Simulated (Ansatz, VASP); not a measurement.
## One calculation of InSe, two programs

```
In Se
1.0
     5.87625   -2.05578   -0.01067
     5.87491    2.05230   -0.01251
    -1.60990   -0.00145    4.27963
In Se
2 2
Cartesian
  10.3628 -0.0029 0.1053
  -0.2216 -0.0020 4.1512
  6.6663 -0.0041 2.7139
  3.4750 -0.0008 1.5425
```

Change from the starting cell: all atoms moved at random, sigma 0.15 Å a component, cell strained at random, sigma 0.1; relaxed back.

Alike in both runs: functional PBEsol; k mesh 8 × 8 × 6; occupations gaussian, width 0.05 eV; no spin polarisation.

Ansatz relaxed the structure, and its values are those at the end. VASP's run is a single point on that final structure, the one shown.

|  | VASP | Ansatz |
| --- | --- | --- |
| version | VASP 6.6.1 | Ansatz 0.2.0 |
| potentials or method | VASP PAW PBE potentials, release 64 (In_d, Se), cutoff 520 eV | scalar-relativistic, plane waves, PAW |
| valence electrons in the cell | 38 | 58 |

Ansatz gave:

| Item | Value |
| --- | --- |
| gap on the k mesh at the Fermi level (eV) | 0.70 |
| least direct gap on the mesh (eV) | 1.06 |
| pressure (GPa) | 0.0 |
| rms of the force components (eV/Å) | 0.002 |

Problem. What did VASP give for the same quantities?

Solution. gap on the k mesh at the Fermi level (eV): 0.69; least direct gap on the mesh (eV): 1.05; pressure (GPa): 0.1; rms of the force components (eV/Å): 0.010.

VASP's potentials were made for PBE, not for PBEsol. The functional is the same, so the differences come from potentials, cutoffs and numerics. VASP's potentials hold 38 valence electrons a cell and Ansatz's 58, so a difference there can come from the potentials and not from the codes.
